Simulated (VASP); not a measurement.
A run of VASP 6.6.1:

File INCAR:

```
PREC     = Accurate       # precision mode
ENCUT    = 520            # plane-wave cutoff, eV
EDIFF    = 1E-6           # SCF threshold, eV
ISMEAR   = -1             # smearing method
SIGMA    = 0.03           # smearing width, eV
LREAL    = False          # projectors in reciprocal space
LASPH    = True           # aspherical terms in the spheres
NELM     = 100            # most SCF steps
ALGO     = Normal         # electronic algorithm
ISIF     = 2              # what is computed and relaxed
LWAVE    = False          # write WAVECAR
LCHARG   = True           # write CHGCAR
GGA      = CA             # functional
LELF     = True           # ELF
LVHAR    = True         
NBANDS   = 18             # bands
```

KPOINTS

```
Automatic mesh
0
Gamma
  12 12 12
```

Contents of POSCAR:

```
ZnAg
1.0
    3.0928800000      0.0000000000      0.0000000000
    0.0000000000      3.0928800000      0.0000000000
    0.0000000000      0.0000000000      3.1560000000
Zn Ag
1 1
Direct
    0.5000000000      0.5000000000      0.5000000000
    0.0000000000      0.0000000000      0.0000000000
```

Potentials or basis: VASP PAW LDA potentials, release 64 (Zn, Ag).

Run with:

```sh
$ cat potpaw_LDA.64/Zn/POTCAR potpaw_LDA.64/Ag/POTCAR > POTCAR
$ mpirun -np 1 vasp_std > vasp.out
```

Hardware: 1 thread of Intel(R) Xeon(R) 6975P-C (Granite Rapids), with other jobs on the host.

Task: Estimate the wall time of this run.

Result: Wall time 22 s on 1 thread of Intel(R) Xeon(R) 6975P-C (Granite Rapids), with other jobs on the host, peak memory 0.22 GiB. Counts: scf iterations 12, k points 196.
